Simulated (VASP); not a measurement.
Set up this calculation in VASP 6.6.1, as the native input.

```
Task                   : single point
Functional             : r2SCAN
Potentials or basis    : VASP PAW PBE potentials, release 64 (Ga_d)
Cutoff                 : 520 eV
k mesh                 : 20 × 20 × 20
Occupations            : gaussian, width 0.1 eV
Spin                   : no spin polarisation
Dipole correction      : no
Further INCAR settings : ALGO = Normal; EDIFF = 1e-06; NBANDS = 12
```

Ga:

```
Ga
1.0
    -1.38947    1.38947    2.24574
     1.38947   -1.38947    2.24574
     1.38947    1.38947   -2.24574
Ga
1
Direct
  0.00000 0.00000 0.00000
```

These files were run (other wordings do the same):

POSCAR

```
Ga
1.0
   -1.3894702492      1.3894702492      2.2457424303
    1.3894702492     -1.3894702492      2.2457424303
    1.3894702492      1.3894702492     -2.2457424303
Ga
1
Direct
    0.0000000000      0.0000000000      0.0000000000
```

INCAR.step1

```
SYSTEM = Ga
PREC = Accurate
ENCUT = 520
ISMEAR = 0
SIGMA = 0.1
LREAL = .False.
LASPH = .True.
NELM = 60
NBANDS = 12
GGA = PE
ALGO = Normal
EDIFF = 1E-4
LWAVE = .True.
LCHARG = .False.
```

INCAR.step2

```
SYSTEM = Ga
PREC = Accurate
ENCUT = 520
EDIFF = 1E-6
ISMEAR = 0
SIGMA = 0.1
LREAL = .False.
LASPH = .True.
NELM = 60
ALGO = Normal
ISIF = 2
LWAVE = .False.
LCHARG = .False.
METAGGA = R2SCAN
LMIXTAU = .True.
NBANDS = 12
ISTART = 1
```

KPOINTS

```
Automatic mesh
0
Gamma
  20 20 20
  0 0 0
```

Potentials or basis: VASP PAW PBE potentials, release 64 (Ga_d).

The run is started by

```console
$ cat potpaw_PBE.64/Ga_d/POTCAR > POTCAR
$ cp INCAR.step1 INCAR
$ mpirun -np 1 vasp_std > vasp.out
$ cp INCAR.step2 INCAR
$ mpirun -np 1 vasp_std > vasp.out
```

It gave:

The pressure is 1.9 GPa and the band gap on the k mesh is zero (an odd number of electrons rules out a gap without spin polarisation).

Caveat: the PAW data sets were made with another functional, which shifts forces and pressure a little.

Run time: 9.1 min on 1 thread of Intel Xeon 8259CL, on a shared host, peak memory 0.26 GiB.
